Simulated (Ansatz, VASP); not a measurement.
One calculation of NaAu, two programs

```xyz
6
Lattice="5.4326 0.0000 0.0000 -2.7163 4.7048 0.0000 0.0000 0.0000 4.3831" Properties=species:S:1:pos:R:3 pbc="T T T"
Na    2.7163    0.0000    0.0000
Na    1.3582    2.3524    0.0000
Na   -1.3582    2.3524    0.0000
Au    0.0000    0.0000    0.0000
Au    0.0000    3.1365    2.1916
Au    2.7163    1.5683    2.1916
```

Alike in both runs: task single point; functional PBE; k mesh 6 × 6 × 4; occupations gaussian, width 0.1 eV; no spin polarisation.

|  | VASP | Ansatz |
| --- | --- | --- |
| version | VASP 6.6.1 | Ansatz 0.2.0 |
| potentials or method | VASP PAW PBE potentials, release 64 (Na_pv, Au), cutoff 520 eV | scalar-relativistic, plane waves, PAW |
| valence electrons in the cell | 54 | 84 |

|  | VASP | Ansatz | Ansatz less VASP |
| --- | --- | --- | --- |
| gap on the k mesh at the Fermi level (eV) | none | none | - |
| pressure (GPa) | 16.4 | 16.3 | -0.10 |
| traceless stress, the component that is largest in VASP (GPa) | 0.94 | 0.98 | +0.034 |

A gap of «none» marks a metal or a gap that the smearing closes. VASP's potentials hold 54 valence electrons a cell and Ansatz's 84, so a difference there can come from the potentials and not from the codes.

Neither program's run includes spin-orbit coupling.
